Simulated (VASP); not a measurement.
Input of a VASP 6.6.1 run:

INCAR

```
SYSTEM = Ga
ALGO = Fast
EDIFF = 1E-7
ENCUT = 520
GGA = PS
ISIF = 2
ISMEAR = -1
LASPH = .TRUE.
LCHARG = .FALSE.
LREAL = .FALSE.
LWAVE = .FALSE.
NBANDS = 34
NELM = 60
PREC = Accurate
SIGMA = 0.05
```

Contents of KPOINTS:

```
k-points
0
G
  7 7 6
  0 0 0
```

Contents of POSCAR:

```
Ga
1.0
    2.2153339849     -3.7523045894      0.0000000000
    2.2153339849      3.7523045894      0.0000000000
    0.0000000000      0.0000000000      4.4316475558
Ga
4
Direct
    0.3451000000      0.6549000000      0.4190000000
    0.1549000000      0.8451000000      0.9190000000
    0.6549000000      0.3451000000      0.5810000000
    0.8451000000      0.1549000000      0.0810000000
```

Potentials or basis: VASP PAW PBE potentials, release 64 (Ga_d).

The run is started by

```sh
$ cat potpaw_PBE.64/Ga_d/POTCAR > POTCAR
$ mpirun -np 1 vasp_std > vasp.out
```

Problem. What does it give for the largest force?

Solution. 0.124 eV/Å.

Problem. Estimate the band gap on the k mesh.

Solution. Zero (band 26 reaches 5.86 eV, above the bottom of band 27 at 4.53 eV).

Problem. Estimate the pressure.

Solution. 2.3 GPa.

Stress tensor (GPa, compression positive):
```
0.97 0.00 0.00
0.00 3.31 0.00
0.00 0.00 2.67
```

Caveat: the PAW data sets were made with another functional, which shifts forces and pressure a little.
